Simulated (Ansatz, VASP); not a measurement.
## Two plane-wave programs on Ti

Contents of INCAR:

```
PREC     = Accurate       # precision mode
ENCUT    = 520            # plane-wave cutoff, eV
EDIFF    = 1E-8           # SCF threshold, eV
ISMEAR   = -1             # smearing method
SIGMA    = 0.05           # smearing width, eV
LREAL    = False          # projectors in reciprocal space
LASPH    = True           # aspherical terms in the spheres
NELM     = 100            # most SCF steps
ALGO     = Normal         # electronic algorithm
ISIF     = 2              # what is computed and relaxed
LWAVE    = False          # write WAVECAR
LCHARG   = False          # write CHGCAR
GGA      = CA             # functional
LEFG     = True         
NBANDS   = 12             # bands
```

Contents of KPOINTS:

```
Automatic mesh
0
Gamma
  14 14 14
```

POSCAR

```
Ti
1.0
    0.0406000000      2.0503000000      2.0503000000
    2.0503000000      0.0406000000      2.0503000000
    2.0503000000      2.0503000000      0.0406000000
Ti
1
Direct
    0.0000000000      0.0000000000      0.0000000000
```

Input for Ansatz:

```yaml
crystal:
  lattice:
    - [0.0406, 2.0503, 2.0503]
    - [2.0503, 0.0406, 2.0503]
    - [2.0503, 2.0503, 0.0406]
  atoms:
    - { symbol: Ti, position: [0.0, 0.0, 0.0] }
kpoints:
  mp_grid: { grid: [14, 14, 14] }
scf:
  occupations: { method: fermi_dirac, width: 0.05 }
hamiltonian:
  xc: lda
  pseudopotentials: { kind: paw }
output:
  forces: true
  stress: true
  eigenvalues: true
  efg: { contact_densities: true }
```

Change from the starting cell: equal xy, yz and zx shear strains of +2 %, PAW files.

Alike in both runs: task electric field gradients; functional LDA; k mesh 14 × 14 × 14; occupations fermi-dirac, width 0.05 eV; no spin polarisation.

|  | VASP | Ansatz |
| --- | --- | --- |
| version | VASP 6.6.1 | Ansatz 0.2.0 |
| potentials or method | VASP PAW LDA potentials, release 64 (Ti_sv) | PAW with Ansatz's default frozen-core files, scalar-relativistic |
| plane-wave cutoff (eV) | 520 | 420 |
| valence electrons in the cell | 12 | 12 |

VASP gave:

```
pressure (GPa)                                                : -5.0
traceless stress, the component that is largest in VASP (GPa) : -0.97
size of Vzz on the site where it differs most (V/Å²)          : 8.1
```

Which values does Ansatz return?

Pressure (GPa): -4.8; traceless stress, the component that is largest in VASP (GPa): -0.98; size of Vzz on the site where it differs most (V/Å²): 8.2.

LDA's correlation is that of Perdew and Zunger in VASP and of Perdew and Wang (1992) in Ansatz.
